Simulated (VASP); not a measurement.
A run of VASP 6.6.1:

File INCAR:

```
SYSTEM = WC
  PREC = Accurate
  ENCUT = 520
  EDIFF = 1E-6
  ISMEAR = -1
  SIGMA = 0.1
  LREAL = .False.
  LASPH = .True.
  NELM = 100
  ALGO = Normal
  ISIF = 2
  LWAVE = .False.
  LCHARG = .False.
  GGA = PS
  NBANDS = 16
```

KPOINTS

```
regular mesh
0
Gamma
  15 15 15
  0 0 0
```

Contents of POSCAR:

```
WC
1.0
    0.0000000000      2.0171075906      2.0171075906
    2.0171075906      0.0000000000      2.0171075906
    2.0171075906      2.0171075906      0.0000000000
W C
1 1
Direct
    0.0000000000      0.0000000000      0.0000000000
    0.5000000000      0.5000000000      0.5000000000
```

Potentials or basis: VASP PAW PBE potentials, release 64 (W_sv, C).

Command:

```console
$ cat potpaw_PBE.64/W_sv/POTCAR potpaw_PBE.64/C/POTCAR > POTCAR
$ mpirun -np 1 vasp_std > vasp.out
```

Hardware: 1 thread of Intel Xeon 8259CL, on a shared host.

Task: How long does it take, and how much memory?

Result: It took 37 s on 1 thread of Intel Xeon 8259CL (shared host), peak memory 0.16 GiB. Counts: scf iterations 12, k points 120.
